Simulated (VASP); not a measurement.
# Si8O in VASP: notebook, part 2 of 2

VASP 6.6.1.

## (3) Single point, PBE, collinear spin, ferromagnetic start

INCAR reads:

```
SYSTEM = Si8O
ALGO = Normal
DIPOL = 0.5 0.5 0.385
EDIFF = 1E-7
ENCUT = 520
GGA = PE
IDIPOL = 3
ISIF = 2
ISMEAR = 0
ISPIN = 2
LASPH = .TRUE.
LCHARG = .TRUE.
LDIPOL = .TRUE.
LELF = .TRUE.
LORBIT = 11
LREAL = .FALSE.
LVACPOTAV = .TRUE.
LVHAR = .TRUE.
LWAVE = .FALSE.
MAGMOM = 0 0 0 0 0 0 0 0 2
NBANDS = 33
NELM = 150
PREC = Accurate
SIGMA = 0.05
```

KPOINTS reads:

```
k-points
0
G
  9 9 1
  0 0 0
```

POSCAR reads:

```
Si8O
1.0
    3.8510821792      0.0000000000      0.0000000000
   -1.9255410896      3.3351349992      0.0000000000
    0.0000000000      0.0000000000     25.7458745107
Si O
8 1
Direct
    0.6666666667      0.3333333333      0.1553646973
    0.3333333333      0.6666666667      0.1864797868
    0.3333333333      0.6666666667      0.2789705438
    0.6666666667      0.3333333333      0.3100856332
    0.6666666667      0.3333333333      0.4023777075
    0.3333333333      0.6666666667      0.4328816163
    0.3333333333      0.6666666667      0.5270845181
    0.6666666667      0.3333333333      0.5533264953
    0.6666666667      0.3333333333      0.6148306510
```

Potentials or basis: VASP PAW PBE potentials, release 64 (Si, O).

Launch:

```
$ cat potpaw_PBE.64/Si/POTCAR potpaw_PBE.64/O/POTCAR > POTCAR
$ mpirun -np 1 vasp_std > vasp.out
```

OUTCAR:

```text
SYSTEM = Si8O
   EDIFF = 1E-7
   ENCUT = 520
   GGA = PE
   ISIF = 2
   ISMEAR = 0
   ISPIN = 2
   LASPH = .TRUE.
   LORBIT = 11
   LREAL = .FALSE.
   NELM = 150
   PREC = Accurate

 ion  position               nearest neighbor table
   1  0.667  0.333  0.155-   2 2.36   2 2.36   2 2.36
   2  0.333  0.667  0.186-   1 2.36   1 2.36   1 2.36   3 2.38
   3  0.333  0.667  0.279-   4 2.36   4 2.36   4 2.36   2 2.38
   4  0.667  0.333  0.310-   3 2.36   3 2.36   3 2.36   5 2.38
   5  0.667  0.333  0.402-   6 2.36   6 2.36   6 2.36   4 2.38
   6  0.333  0.667  0.433-   5 2.36   5 2.36   5 2.36   7 2.43
   7  0.333  0.667  0.527-   8 2.32   8 2.32   8 2.32   6 2.43
   8  0.667  0.333  0.553-   9 1.58   7 2.32   7 2.32   7 2.32
   9  0.667  0.333  0.615-   8 1.58

  LATTYP: Found a hexagonal cell.
 ALAT       =     3.8510821792
 C/A-ratio  =     6.6853609746
[... 1059 lines left out ...]
      1.92554      1.11171     15.82935         0.000000     -0.000000      0.312998
 -----------------------------------------------------------------------------------
    total drift:                               -0.000000      0.000000      0.000379

  FREE ENERGIE OF THE ION-ELECTRON SYSTEM (eV)
  ---------------------------------------------------
  free  energy   TOTEN  =       -47.3941471539 eV

  energy  without entropy=      -47.3801178710  energy(sigma->0) =      -47.38713251

 vacuum level on the upper side and lower side of the slab         8.463         3.973

 total charge

# of ion       s       p       d       tot
------------------------------------------
    1        0.804   0.837   0.000   1.641
    2        0.757   0.909   0.000   1.666
    3        0.763   0.902   0.000   1.665
    4        0.757   0.921   0.000   1.678
    5        0.757   0.918   0.000   1.675
    6        0.757   0.920   0.000   1.676
    7        0.791   0.910   0.000   1.700
    8        0.751   0.984   0.000   1.735
    9        1.604   3.326   0.000   4.929
--------------------------------------------------
tot          7.741  10.627   0.000  18.367

 magnetization (x)

# of ion       s       p       d       tot
------------------------------------------
    1       -0.002  -0.009   0.000  -0.011
    2       -0.000   0.001   0.000   0.000
    3       -0.001  -0.003   0.000  -0.004
    4       -0.000   0.001   0.000   0.001
    5        0.000   0.005   0.000   0.005
    6       -0.001   0.002   0.000   0.001
    7        0.004   0.060   0.000   0.064
    8       -0.003  -0.005   0.000  -0.007
    9        0.003   0.298   0.000   0.301
--------------------------------------------------
tot          0.000   0.350   0.000   0.350
```

OSZICAR:

```text
N       E                     dE             d eps       ncg     rms          rms(c)
DAV:   1     0.166603844374E+03    0.16660E+03   -0.13465E+04  1584   0.884E+02
DAV:   2    -0.286867551175E+02   -0.19529E+03   -0.18595E+03  2097   0.165E+02
DAV:   3    -0.497795846086E+02   -0.21093E+02   -0.20589E+02  2012   0.532E+01
[... 13 lines left out ...]
DAV:  57    -0.473941409690E+02   -0.52992E-05   -0.31687E-07  1828   0.136E-03    0.157E-03
DAV:  58    -0.473941442761E+02   -0.33071E-05   -0.17308E-07  1676   0.106E-03    0.237E-04
DAV:  59    -0.473941467514E+02   -0.24752E-05   -0.58552E-08  1645   0.610E-04    0.221E-04
DAV:  60    -0.473941470658E+02   -0.31443E-06   -0.14056E-08  1465   0.282E-04    0.376E-04
DAV:  61    -0.473941471539E+02   -0.88102E-07   -0.14576E-08  1411   0.264E-04
   1 F= -.47394147E+02 E0= -.47387133E+02  d E =-.140293E-01  mag=     0.4943
```

stdout:

```text
POSCAR found type information on POSCAR SiO
 POSCAR found :  2 types and       9 ions
 scaLAPACK will be used
 LDA part: xc-table for (Slater+PW92), standard interpolation
 POSCAR, INCAR and KPOINTS ok, starting setup
 FFT: planning ... GRIDC
 FFT: planning ... GRID_SOFT
 FFT: planning ... GRID
 WAVECAR not read
 entering main loop
 -----------------------------------------------------------------------------
|                                                                             |
|           W    W    AA    RRRRR   N    N  II  N    N   GGGG   !!!           |
|           W    W   A  A   R    R  NN   N  II  NN   N  G    G  !!!           |
|           W    W  A    A  R    R  N N  N  II  N N  N  G       !!!           |
|           W WW W  AAAAAA  RRRRR   N  N N  II  N  N N  G  GGG   !            |
|           WW  WW  A    A  R   R   N   NN  II  N   NN  G    G                |
|           W    W  A    A  R    R  N    N  II  N    N   GGGG   !!!           |
|                                                                             |
|     Did not find any points to average over, which means that no vacuum     |
|     field-free region was found. Please increase the size of  your cell     |
|     in the dimension of the dipole correction to obtain accurate            |
|     workfunction values.                                                    |
|                                                                             |
 -----------------------------------------------------------------------------
```

It took 20 min on 1 thread of Oxide Virtual Turin-like, shared host; peak memory 0.64 GiB.

Results:

- Free energy: -47.3941 eV
- Largest force: 1.593 eV/Å
- Net moment: 0.49 μB per cell
- Site moments: Si -0.01, +0.00, -0.00, +0.01, +0.06 (each value once); O +0.30 μB
- Valence electrons inside the program's atomic spheres: Si 1.64, 1.67, 1.68, 1.70, 1.74 (each value once); O 4.93

Forces on the atoms (eV/Å):
```
Si   0.000  0.000  0.581
Si   0.000  0.000 -0.784
Si   0.000  0.000  0.247
Si   0.000  0.000 -0.177
Si   0.000  0.000 -0.169
Si   0.000  0.000  0.444
Si   0.000  0.000 -1.593
Si   0.000  0.000  1.139
O    0.000  0.000  0.313
```

Caveat: a moment this small can come from the mesh or the smearing.

## (4) Single point, PBE, collinear spin, ferromagnetic start

INCAR reads:

```
PREC     = Accurate       # precision mode
ENCUT    = 520            # plane-wave cutoff, eV
EDIFF    = 1E-6           # SCF threshold, eV
ISMEAR   = 0              # smearing method
SIGMA    = 0.05           # smearing width, eV
LREAL    = False          # projectors in reciprocal space
LASPH    = True           # aspherical terms in the spheres
NELM     = 150            # most SCF steps
ALGO     = Fast           # electronic algorithm
ISIF     = 2              # what is computed and relaxed
LWAVE    = False          # write WAVECAR
LCHARG   = False          # write CHGCAR
ISPIN    = 2              # spin polarisation
MAGMOM   = 0 0 0 0 0 0 0 0 2 # initial moments
LORBIT   = 11             # projections on sites
LDIPOL   = True         
IDIPOL   = 3            
DIPOL    = 0.5 0.5 0.374
GGA      = PE             # functional
NBANDS   = 33             # bands
```

KPOINTS reads:

```
Automatic mesh
0
Gamma
  9 9 1
```

POSCAR, as its differences from that of step 3:

```diff
@@ -16,2 +16,2 @@
     0.6666666667      0.3333333333      0.5533264953
-    0.6666666667      0.3333333333      0.6148306510
+    1.0000000000      1.0000000000      0.5174445899
```

Launch:

```
$ cat potpaw_PBE.64/Si/POTCAR potpaw_PBE.64/O/POTCAR > POTCAR
$ mpirun -np 1 vasp_std > vasp.out
```

Run time: 12 min. Hardware: 1 thread of Oxide Virtual Turin-like, shared host; peak memory 0.61 GiB.

Results (log left out):

```yaml
Free_energy: -45.7663 eV
Largest_force: 0.550 eV/Å
Net_moment: -0.94 μB per cell
Site_moments: Si -0.23, -0.02, -0.05, -0.01, -0.00, +0.00 (each value once); O -0.00 μB
Valence_electrons_inside_the_program's_atomic_spheres: Si 1.64, 1.67, 1.68, 1.69, 1.66, 1.60 (each value once); O 4.86
```

Forces on the atoms (eV/Å):
```
Si   0.000  0.000  0.418
Si   0.000  0.000 -0.550
Si   0.000  0.000  0.131
Si   0.000  0.000 -0.049
Si   0.000  0.000  0.130
Si   0.000  0.000  0.074
Si   0.000  0.000 -0.542
Si   0.000  0.000  0.392
O    0.000  0.000 -0.005
```

Levels at points of the mesh, in eV from the Fermi level:
Spin up:
```csv
k point,band 16,band 17,band 18,band 19,band 20,band 21
"(0.00, 0.00, 0.00)",-0.40,-0.40,-0.04,0.08,0.08,0.85
```
Spin down:
```
           k point  band 17  band 18  band 19  band 20  band 21  band 22
(0.00, 0.00, 0.00)    -0.49    -0.49     0.01     0.01     0.61     1.39
```

Caveat: a moment this small can come from the mesh or the smearing.

## (5) Overview

| cell | gap on the mesh (eV) | moment (μB) | largest force (eV/Å) |
| --- | --- | --- | --- |
| as given, atomic positions A | none | 0.00 | 0.73 |
| as given, atomic positions B | none | 0.49 | 1.59 |
| as given, atomic positions C | none | 0.94 | 0.55 |

Alike in all rows: task single point; level PBE; potentials or basis VASP PAW PBE potentials, release 64 (Si, O); spin collinear, ferromagnetic start; k mesh 9 × 9 × 1; cutoff (eV) 520; smearing gaussian 0.05 eV.

Caveats: a moment this small can come from the mesh or the smearing (at least some runs).

Absolute energies hang on the potentials; compare differences alone.
